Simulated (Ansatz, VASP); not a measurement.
Ti: VASP beside Ansatz

Contents of INCAR:

```
SYSTEM = Ti
PREC     = Accurate       ! precision mode
ENCUT    = 520            ! plane-wave cutoff, eV
EDIFF    = 1E-6           ! SCF threshold, eV
ISMEAR   = 0              ! smearing method
SIGMA    = 0.15           ! smearing width, eV
LREAL    = .False.        ! projectors in reciprocal space
LASPH    = .True.         ! aspherical terms in the spheres
NELM     = 60             ! most SCF steps
ALGO     = Fast           ! electronic algorithm
ISIF     = 2              ! what is computed and relaxed
LWAVE    = .False.        ! write WAVECAR
LCHARG   = .False.        ! write CHGCAR
GGA      = PE             ! functional
NBANDS   = 12             ! bands
```

KPOINTS

```
regular mesh
0
Gamma
  26 26 26
  0 0 0
```

POSCAR

```
Ti
1.0
   -1.6277527636      1.5056713063      1.6277527636
    1.6277527636     -1.5056713063      1.6277527636
    1.6277527636      1.5056713063     -1.6277527636
Ti
1
Direct
    0.0000000000      0.0000000000      0.0000000000
```

Input for Ansatz:

```yaml
crystal:
  lattice:
    - [-1.6277527636, 1.5056713063, 1.6277527636]
    - [1.6277527636, -1.5056713063, 1.6277527636]
    - [1.6277527636, 1.5056713063, -1.6277527636]
  atoms:
    - { symbol: Ti, position: [0.0, 0.0, 0.0] }
basis:
  ecutwfc: 420
kpoints:
  mp_grid: { grid: [26, 26, 26] }
hamiltonian:
  xc: pbe
scf:
  occupations: { method: gaussian, width: 0.15 }
output:
  forces: true
  stress: true
  eigenvalues: true
```

Change from the starting cell: strain -0.0750 x Voigt [0, 1, 0, 0, 0, 0], atoms carried along.

Alike in both runs: task single point; functional PBE; k mesh 26 × 26 × 26; occupations gaussian, width 0.15 eV; no spin polarisation.

|  | VASP | Ansatz |
| --- | --- | --- |
| version | VASP 6.6.1 | Ansatz 0.2.0 |
| potentials or method | VASP PAW PBE potentials, release 64 (Ti_sv), cutoff 520 eV | scalar-relativistic, plane waves, PAW |
| valence electrons in the cell | 12 | 12 |

|  | VASP | Ansatz | Ansatz less VASP |
| --- | --- | --- | --- |
| gap on the k mesh at the Fermi level (eV) | none | none | - |
| pressure (GPa) | 9.2 | 9.7 | +0.50 |
| traceless stress, the component that is largest in VASP (GPa) | -1.58 | -1.57 | +0.015 |

A gap of «none» marks a metal or a gap that the smearing closes.
